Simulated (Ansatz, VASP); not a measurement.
## One calculation of MnPt2, two programs

The input INCAR:

```
SYSTEM = MnPt2
PREC     = Accurate       ! precision mode
ENCUT    = 520            ! plane-wave cutoff, eV
EDIFF    = 1E-6           ! SCF threshold, eV
ISMEAR   = -1             ! smearing method
SIGMA    = 0.05           ! smearing width, eV
LREAL    = .FALSE.        ! projectors in reciprocal space
LASPH    = .TRUE.         ! aspherical terms in the spheres
NELM     = 150            ! most SCF steps
ALGO     = Normal         ! electronic algorithm
ISIF     = 2              ! what is computed and relaxed
LWAVE    = .FALSE.        ! write WAVECAR
LCHARG   = .FALSE.        ! write CHGCAR
ISPIN    = 2              ! spin polarisation
MAGMOM   = 0 0 4          ! initial moments
LORBIT   = 11             ! projections on sites
LMAXMIX  = 4              ! l up to which the mixer works
GGA      = CA             ! functional
NBANDS   = 28             ! bands
```

The input KPOINTS:

```
regular mesh
0
G
  11 11 4
  0 0 0
```

File POSCAR:

```
MnPt2
1.0
    2.8960193503      0.0000000000      0.0000000000
   -1.4480096751      2.5080263272      0.0000000000
    0.0000000000      0.0000000000      6.6184678581
Pt Mn
2 1
Direct
    0.6666666667      0.3333333333      0.3162060000
    0.3333333333      0.6666666667      0.6837940000
    0.0000000000      0.0000000000      0.0000000000
```

The input input.yaml:

```yaml
crystal:
  lattice:
    - [2.8960193503, 0.0, 0.0]
    - [-1.4480096751, 2.5080263272, 0.0]
    - [0.0, 0.0, 6.6184678581]
  atoms:
    - { symbol: Pt, position: [0.6666666667, 0.3333333333, 0.316206] }
    - { symbol: Pt, position: [0.3333333333, 0.6666666667, 0.683794] }
    - { symbol: Mn, position: [0.0, 0.0, 0.0], spin: 4.0 }
hamiltonian:
  xc: lda
  pseudopotentials: { kind: paw }
magnetization:
  spin_polarized: true
kpoints:
  mp_grid: { grid: [11, 11, 4] }
scf:
  occupations: { method: fermi_dirac, width: 0.05 }
output:
  forces: true
  stress: true
  eigenvalues: true
```

Alike in both runs: task single point; functional LDA; k mesh 11 × 11 × 4; occupations fermi-dirac, width 0.05 eV; collinear spin.

```csv
,VASP,Ansatz
version,VASP 6.6.1,Ansatz 0.2.0
potentials or method,"VASP PAW LDA potentials, release 64 (Pt, Mn_pv)",Ansatz PAW
plane-wave cutoff (eV),520,420
valence electrons in the cell,33,51
```

VASP gave:

- gap on the k mesh at the Fermi level (eV): none
- pressure (GPa): -20.8
- traceless stress, the component that is largest in VASP (GPa): 1.09
- rms of the force components (eV/Å): 0.079
- net moment per atom (μB): 1.46
- size of the moment on the site where the two differ most (μB): 3.65

Q: Which values does Ansatz return?

A: gap on the k mesh at the Fermi level (eV): none; pressure (GPa): -20.5; traceless stress, the component that is largest in VASP (GPa): 0.97; rms of the force components (eV/Å): 0.075; net moment per atom (μB): 1.50; size of the moment on the site where the two differ most (μB): 3.71.

LDA's correlation is that of Perdew and Zunger in VASP and of Perdew and Wang (1992) in Ansatz. Site moments also hang on the region over which each program counts them. Atom by atom the forces differ by 0.005 eV/Å (rms over components). A gap of «none» marks a metal or a gap that the smearing closes. VASP's potentials hold 33 valence electrons a cell and Ansatz's 51, so a difference there can come from the potentials and not from the codes.

Neither program's run includes spin-orbit coupling.
